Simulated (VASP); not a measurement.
Runs of VASP 6.6.1 on K3TeH. The structure is that of space group Pm-3m (No. 221), or close to it. The cells are those of the table. The cell was generated, and may not be a known phase.

```csv
task,cell,k mesh,cutoff (eV),smearing,gap on the mesh (eV),pressure (GPa),relaxed volume (Å³/atom)
relaxation of cell and atoms,"relaxed from a = 5.166 Å, 5 atoms",6 × 6 × 6,600,gaussian 0.02 eV,2.98,0.0,(a)
single point,"a = 5.166 Å, 5 atoms",4 × 4 × 4,520,gaussian 0.1 eV,3.10,2.6,-
single point,"a = 5.389 Å, 5 atoms",6 × 6 × 6,520,gaussian 0.02 eV,2.99,0.0,-
single point,"a = 5.389 Å, 5 atoms",4 × 4 × 4,520,gaussian 0.02 eV,2.99,0.0,-
relaxation of cell and atoms,"relaxed from a = 5.389 Å, 5 atoms",4 × 4 × 4,600,gaussian 0.02 eV,2.98,0.0,31.35
```

Alike in all rows: level PBE; potentials or basis VASP PAW PBE potentials, release 64 (K_sv, Te, H); no spin polarisation.

Question: Estimate the missing entries.

Answer: (a) 31.45.

Caveats: spin-orbit coupling is left out, which moves the levels of the heavy elements.

A k mesh can miss the band edges, and the runs leave out spin-orbit coupling on Te.
